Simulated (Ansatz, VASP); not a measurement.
Two plane-wave programs on InSe

```xyz
12
Lattice="4.0336 0.0000 0.0000 -2.0168 3.4932 0.0000 0.0000 0.0000 69.9303" Properties=species:S:1:pos:R:3 pbc="T T T"
Se    0.0000    0.0000   23.9629
Se    0.0000    0.0000   29.3357
Se    2.0168    1.1644   32.2834
Se    2.0168    1.1644   37.6460
Se    0.0000    2.3288   40.5955
Se    0.0000    2.3288   45.9662
In    2.0168    1.1644   25.2541
In    2.0168    1.1644   28.0487
In    0.0000    2.3288   33.5673
In    0.0000    2.3288   36.3601
In    0.0000    0.0000   41.8807
In    0.0000    0.0000   44.6751
```

Alike in both runs: functional PBE; dispersion D3(BJ); k mesh 9 × 9 × 1; occupations gaussian, width 0.02 eV; no spin polarisation.

Ansatz relaxed the structure, and its values are those at the end. VASP's run is a single point on that final structure, the one shown.

|  | VASP | Ansatz |
| --- | --- | --- |
| version | VASP 6.6.1 | Ansatz 0.2.0 |
| potentials or method | VASP PAW PBE potentials, release 64 (Se, In_d), cutoff 400 eV | scalar-relativistic, plane waves, PAW |
| valence electrons in the cell | 114 | 174 |

Ansatz gave:

| Quantity | Value |
| --- | --- |
| gap on the k mesh at the Fermi level (eV) | 0.80 |
| least direct gap on the mesh (eV) | 0.84 |
| rms of the force components (eV/Å) | 0.001 |

Q: Which values does VASP return?

A: gap on the k mesh at the Fermi level (eV): 0.79; least direct gap on the mesh (eV): 0.83; rms of the force components (eV/Å): 0.008.

VASP's potentials hold 114 valence electrons a cell and Ansatz's 174, so a difference there can come from the potentials and not from the codes. Ansatz's warnings: xc potential rough in thin density.
